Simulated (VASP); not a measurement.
Set up this calculation in VASP 6.6.1, as the native input.

| Property | Result |
| --- | --- |
| Task | single point |
| Functional | PBE |
| Dispersion | D3(BJ) |
| Potentials or basis | VASP PAW PBE potentials, release 64 (Br) |
| Cutoff | 520 eV |
| k mesh | 22 × 22 × 22 |
| Occupations | gaussian, width 0.15 eV |
| Spin | no spin polarisation |
| Dipole correction | no |
| Further INCAR settings | ALGO = Fast; EDIFF = 1e-06; NBANDS = 10 |

The structure of Br lies in POSCAR:

```
Br
1.0
   -1.3742500000      1.3742500000      3.5532137791
    1.3742500000     -1.3742500000      3.5532137791
    1.3742500000      1.3742500000     -3.5532137791
Br
1
Direct
    0.0000000000      0.0000000000      0.0000000000
```

The input as run:

INCAR

```
SYSTEM = Br
PREC = Accurate
ENCUT = 520
EDIFF = 1E-6
ISMEAR = 0
SIGMA = 0.15
LREAL = .False.
LASPH = .True.
NELM = 80
ALGO = Fast
ISIF = 2
LWAVE = .False.
LCHARG = .False.
GGA = PE
IVDW = 12
NBANDS = 10
```

KPOINTS

```
Automatic mesh
0
Gamma
  22 22 22
  0 0 0
```

Potentials or basis: VASP PAW PBE potentials, release 64 (Br).

The run is started by

```sh
$ cat potpaw_PBE.64/Br/POTCAR > POTCAR
$ mpirun -np 1 vasp_std > vasp.out
```

Results of the run:

```json
{"Pressure": "4.4 GPa", "Band gap on the k mesh": "zero (an odd number of electrons rules out a gap without spin polarisation)", "Dispersion energy per atom": "-0.270 eV"}
```

Caveat: the stress differs along the axes, from -0 to 7 GPa; an odd number of electrons without spin polarisation forces a metal; a magnetic or distorted state may lie lower.

Wall time 3.8 min on 1 thread of Oxide Virtual Turin-like Processor, with other jobs on the host, peak memory 0.31 GiB.
